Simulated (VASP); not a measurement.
# Ru (P6_3/mmc) in VASP: notebook

Runs on Ru. Level: PBEsol. Tasks: single point, relaxation of cell and atoms.

All numbers are computed with VASP 6.6.1; they aren't measurements. Logs are shortened: lines on timing, memory, paths and dates and some standing lists are left out, and cuts for length are marked.

### Step 1. The cell of the first run

It takes space group P6_3/mmc (No. 194, hexagonal). The conventional cell has a = 2.673 Å, b = 2.673 Å, c = 4.226 Å, α = 90.00°, β = 90.00°, γ = 120.00°. Ru (site symmetry -6m2) has 12 Ru at 2.62 to 2.67 Å within 3.5 Å.

### Step 2. Single point, PBEsol, non-collinear spin, zero start, spin-orbit coupling

INCAR reads:

```
PREC     = Accurate       # precision mode
ENCUT    = 520            # plane-wave cutoff, eV
EDIFF    = 1E-7           # SCF threshold, eV
ISMEAR   = -1             # smearing method
SIGMA    = 0.15           # smearing width, eV
LREAL    = False          # projectors in reciprocal space
LASPH    = True           # aspherical terms in the spheres
NELM     = 150            # most SCF steps
ALGO     = Fast           # electronic algorithm
ISIF     = 2              # what is computed and relaxed
LWAVE    = False          # write WAVECAR
LCHARG   = True           # write CHGCAR
MAGMOM   = 0 0 0 0 0 0    # initial moments
LORBIT   = 11             # projections on sites
LSORBIT  = True           # spin-orbit coupling
GGA_COMPAT= False        
LORBMOM  = True         
LMAXMIX  = 4              # l up to which the mixer works
GGA      = PS             # functional
LVHAR    = True         
NBANDS   = 40             # bands
```

KPOINTS reads:

```
regular mesh
0
Gamma
  18 18 10
```

POSCAR reads:

```
Ru
1.0
    2.6728495163      0.0000000000      0.0000000000
   -1.3364247582      2.3147555816      0.0000000000
    0.0000000000      0.0000000000      4.2256655112
Ru
2
Direct
    0.3333333333      0.6666666667      0.2500000000
    0.6666666667      0.3333333333      0.7500000000
```

Potentials or basis: VASP PAW PBE potentials, release 64 (Ru_pv).

Command:

```bash
$ cat potpaw_PBE.64/Ru_pv/POTCAR > POTCAR
$ mpirun -np 1 vasp_ncl > vasp.out
```

OUTCAR:

```text
PREC = Accurate
   ENCUT = 520
   EDIFF = 1E-7
   ISMEAR = -1
   LREAL = False
   LASPH = True
   NELM = 150
   ISIF = 2
   LORBIT = 11
   LSORBIT = True
   GGA = PS

 ion  position               nearest neighbor table
   1  0.333  0.667  0.250-   2 2.62   2 2.62   2 2.62   2 2.62   2 2.62   2 2.62
   2  0.667  0.333  0.750-   1 2.62   1 2.62   1 2.62   1 2.62   1 2.62   1 2.62

  LATTYP: Found a hexagonal cell.
 ALAT       =     2.6728495163
 C/A-ratio  =     1.5809590048

  Lattice vectors:

 A1 = (   2.6728495163,   0.0000000000,   0.0000000000)
 A2 = (  -1.3364247582,   2.3147555816,   0.0000000000)
 A3 = (   0.0000000000,   0.0000000000,   4.2256655112)

Analysis of symmetry for initial positions (statically):
=====================================================================
 Subroutine PRICEL returns:
 Original cell was already a primitive cell.

 Routine SETGRP: Setting up the symmetry group for a
 hexagonal supercell.

 Subroutine GETGRP returns: Found 24 space group operations
 (whereof 12 operations were pure point group operations)
 out of a pool of 24 trial point group operations.

The static configuration has the point symmetry D_3d.
 The point group associated with its full space group is D_6h.

Analysis of symmetry for dynamics (positions and initial velocities):
=====================================================================
 Subroutine PRICEL returns:
 Original cell was already a primitive cell.

 Routine SETGRP: Setting up the symmetry group for a
 hexagonal supercell.

 Subroutine GETGRP returns: Found 24 space group operations
 (whereof 12 operations were pure point group operations)
 out of a pool of 24 trial point group operations.

The dynamic configuration has the point symmetry D_3d.
 The point group associated with its full space group is D_6h.

Analysis of structural, dynamic, and magnetic symmetry:
=====================================================================
 Subroutine PRICEL returns:
 Original cell was already a primitive cell.

 Routine SETGRP: Setting up the symmetry group for a
 hexagonal supercell.

 Subroutine GETGRP returns: Found 24 space group operations
 (whereof 12 operations were pure point group operations)
 out of a pool of 24 trial point group operations.

The overall configuration has the point symmetry D_3d.
 The point group associated with its full space group is D_6h.
[... 1215 lines left out ...]
     -0.00000      1.54317      1.05642        -0.000000      0.000000      0.000000
      1.33642      0.77159      3.16925         0.000000     -0.000000      0.000000
 -----------------------------------------------------------------------------------
    total drift:                               -0.000000      0.000000     -0.000000

  FREE ENERGIE OF THE ION-ELECTRON SYSTEM (eV)
  ---------------------------------------------------
  free  energy   TOTEN  =       -20.6523910131 eV

  energy  without entropy=      -20.5349853864  energy(sigma->0) =      -20.59368820

 orbital moment (x)

 # of ion     p       d       tot
 ----------------------------------------
  1         0.000  -0.000  -0.000
  2         0.000   0.000   0.000
 ----------------------------------------
            0.000  -0.000  -0.000

 orbital moment (y)

 # of ion     p       d       tot
 ----------------------------------------
  1        -0.000  -0.000  -0.000
  2         0.000  -0.000  -0.000
 ----------------------------------------
           -0.000  -0.000  -0.000

 orbital moment (z)

 # of ion     p       d       tot
 ----------------------------------------
  1         0.000  -0.000  -0.000
  2         0.000  -0.000  -0.000
 ----------------------------------------
            0.000  -0.000  -0.000

 Spin-Orbit-Coupling matrix elements

 Ion:    1  E_soc:     -0.2622788
 l=   1
     0.0000000    -0.0363968    -0.0364256
    -0.0363968     0.0000000    -0.0363968
    -0.0364256    -0.0363968     0.0000000
 l=   2
     0.0000000    -0.0015049     0.0000000    -0.0015049    -0.0059423
    -0.0015049     0.0000000    -0.0042268    -0.0015046    -0.0015049
     0.0000000    -0.0042268     0.0000000    -0.0042268     0.0000000
    -0.0015049    -0.0015046    -0.0042268     0.0000000    -0.0015049
    -0.0059423    -0.0015049     0.0000000    -0.0015049     0.0000000
 l=   3
     0.0000000     0.0000000     0.0000000     0.0000000     0.0000000     0.0000000     0.0000000
     0.0000000     0.0000000     0.0000000     0.0000000     0.0000000     0.0000000     0.0000000
     0.0000000     0.0000000     0.0000000     0.0000000     0.0000000     0.0000000     0.0000000
     0.0000000     0.0000000     0.0000000     0.0000000     0.0000000     0.0000000     0.0000000
     0.0000000     0.0000000     0.0000000     0.0000000     0.0000000     0.0000000     0.0000000
     0.0000000     0.0000000     0.0000000     0.0000000     0.0000000     0.0000000     0.0000000
     0.0000000     0.0000000     0.0000000     0.0000000     0.0000000     0.0000000     0.0000000

 Ion:    2  E_soc:     -0.2622788
 l=   1
     0.0000000    -0.0363968    -0.0364256
    -0.0363968     0.0000000    -0.0363968
    -0.0364256    -0.0363968     0.0000000
 l=   2
     0.0000000    -0.0015049     0.0000000    -0.0015049    -0.0059423
    -0.0015049     0.0000000    -0.0042268    -0.0015046    -0.0015049
     0.0000000    -0.0042268     0.0000000    -0.0042268     0.0000000
    -0.0015049    -0.0015046    -0.0042268     0.0000000    -0.0015049
    -0.0059423    -0.0015049     0.0000000    -0.0015049     0.0000000
 l=   3
     0.0000000     0.0000000     0.0000000     0.0000000     0.0000000     0.0000000     0.0000000
     0.0000000     0.0000000     0.0000000     0.0000000     0.0000000     0.0000000     0.0000000
     0.0000000     0.0000000     0.0000000     0.0000000     0.0000000     0.0000000     0.0000000
     0.0000000     0.0000000     0.0000000     0.0000000     0.0000000     0.0000000     0.0000000
     0.0000000     0.0000000     0.0000000     0.0000000     0.0000000     0.0000000     0.0000000
     0.0000000     0.0000000     0.0000000     0.0000000     0.0000000     0.0000000     0.0000000
     0.0000000     0.0000000     0.0000000     0.0000000     0.0000000     0.0000000     0.0000000

 total charge

# of ion       s       p       d       tot
------------------------------------------
    1        0.419   6.344   5.988  12.751
    2        0.419   6.344   5.988  12.751
--------------------------------------------------
tot          0.838  12.688  11.976  25.502

 magnetization (x)

# of ion       s       p       d       tot
------------------------------------------
    1        0.000   0.000   0.000   0.000
    2       -0.000   0.000   0.000   0.000
--------------------------------------------------
tot         -0.000   0.000   0.000   0.000

 magnetization (y)

# of ion       s       p       d       tot
------------------------------------------
    1        0.000   0.000   0.000   0.000
    2        0.000  -0.000   0.000  -0.000
--------------------------------------------------
tot          0.000   0.000   0.000   0.000

 magnetization (z)

# of ion       s       p       d       tot
------------------------------------------
    1        0.000   0.000   0.000   0.000
    2        0.000   0.000   0.000   0.000
--------------------------------------------------
tot          0.000   0.000   0.000   0.000
```

It took 7.5 min on 1 thread of Intel Xeon Platinum 8375C at 2.90GHz (Ice Lake), shared host; peak memory 0.41 GiB.

What came out:

| Item | Value |
| --- | --- |
| Free energy | -20.6524 eV |
| Pressure | 7.5 GPa |
| Net moment | 0.00 μB per cell |
| Valence electrons inside the program's atomic spheres | Ru 12.75 |

Moments on the atoms (μB; x, y, z):
```
Ru  0.00 0.00 0.00
Ru  0.00 0.00 0.00
```

Caveat: the PAW data sets were made with another functional, which shifts forces and pressure a little.

### Step 3. Single point, PBEsol

This run uses another cell than the first one, of 13.32 Å³/atom, 1.019 times its volume.

INCAR reads:

```
SYSTEM = Ru
ALGO = Normal ; EDIFF = 1E-6
ENCUT = 520 ; GGA = PS
ISIF = 2 ; ISMEAR = 0
LASPH = .True. ; LCHARG = .False.
LREAL = .False. ; LWAVE = .False.
NBANDS = 21 ; NELM = 60
PREC = Accurate ; SIGMA = 0.15
```

KPOINTS reads:

```
k-points
0
Gamma
  12 12 8
  0 0 0
```

POSCAR reads:

```
Ru
1.0
    2.6895239998      0.0000000000      0.0000000000
   -1.3447619999      2.3291961079      0.0000000000
    0.0000000000      0.0000000000      4.2519209521
Ru
2
Direct
    0.3333333333      0.6666666667      0.2500000000
    0.6666666667      0.3333333333      0.7500000000
```

Potentials or basis: VASP PAW PBE potentials, release 64 (Ru_pv).

Command:

```bash
$ cat potpaw_PBE.64/Ru_pv/POTCAR > POTCAR
$ mpirun -np 1 vasp_std > vasp.out
```

It took 23 s on 1 thread of Intel Xeon Platinum 8488C (Sapphire Rapids), shared host; peak memory 0.16 GiB.

The run converged. Its results:

```yaml
Free_energy: -20.3615 eV
Pressure: 0.0 GPa
Band_gap_on_the_k_mesh: zero (band 14 reaches 14.74 eV, above the bottom of band 15 at 11.46 eV)
```

Stress tensor (GPa, compression positive):
```
 0.00  0.00  0.00
 0.00  0.00  0.00
 0.00  0.00 -0.13
```

Levels at points of the mesh, in eV from the Fermi level:
```csv
k point,band 12,band 13,band 14,band 15,band 16,band 17
"(0.00, 0.00, 0.00)",-2.01,-2.01,-1.47,-1.47,1.20,1.20
"(0.50, 0.00, 0.00)",-1.89,-1.59,1.45,1.88,1.97,4.13
"(0.00, 0.00, 0.50)",-2.89,-2.82,-2.82,0.54,0.54,0.54
"(0.50, 0.00, 0.50)",-1.12,0.41,0.41,1.71,1.71,3.41
```

Caveat: the PAW data sets were made with another functional, which shifts forces and pressure a little.

### Step 4. Single point, PBEsol

This run uses another cell than the first one, of 13.32 Å³/atom, 1.019 times its volume.

INCAR reads:

```
SYSTEM = Ru
  PREC = Accurate
  ENCUT = 520
  EDIFF = 1E-6
  ISMEAR = 0
  SIGMA = 0.1
  LREAL = .FALSE.
  LASPH = .TRUE.
  NELM = 80
  ALGO = Normal
  ISIF = 2
  LWAVE = .FALSE.
  LCHARG = .TRUE.
  GGA = PS
  LELF = .TRUE.
  LVHAR = .TRUE.
  NBANDS = 21
```

KPOINTS reads:

```
regular mesh
0
G
  18 18 10
  0 0 0
```

POSCAR is that of step 3.

Command:

```bash
$ cat potpaw_PBE.64/Ru_pv/POTCAR > POTCAR
$ mpirun -np 1 vasp_std > vasp.out
```

Run time: 50 s. Hardware: 1 thread of Intel Xeon Platinum 8488C (Sapphire Rapids), shared host; peak memory 0.2 GiB.

Results (log left out):

* Free energy: -20.3451 eV
* Pressure: 0.0 GPa
* Band gap on the k mesh: zero (band 14 reaches 14.58 eV, above the bottom of band 15 at 11.36 eV)

Levels at points of the mesh, in eV from the Fermi level:
```csv
k point,band 12,band 13,band 14,band 15,band 16,band 17
"(0.00, 0.00, 0.00)",-1.97,-1.97,-1.43,-1.43,1.24,1.24
"(0.50, 0.00, 0.00)",-1.86,-1.56,1.49,1.93,2.01,4.17
"(0.00, 0.00, 0.50)",-2.85,-2.79,-2.79,0.58,0.58,0.58
"(0.50, 0.00, 0.50)",-1.09,0.45,0.45,1.76,1.76,3.45
```

Caveat: the PAW data sets were made with another functional, which shifts forces and pressure a little.

(Continued in part 2 of 2.)
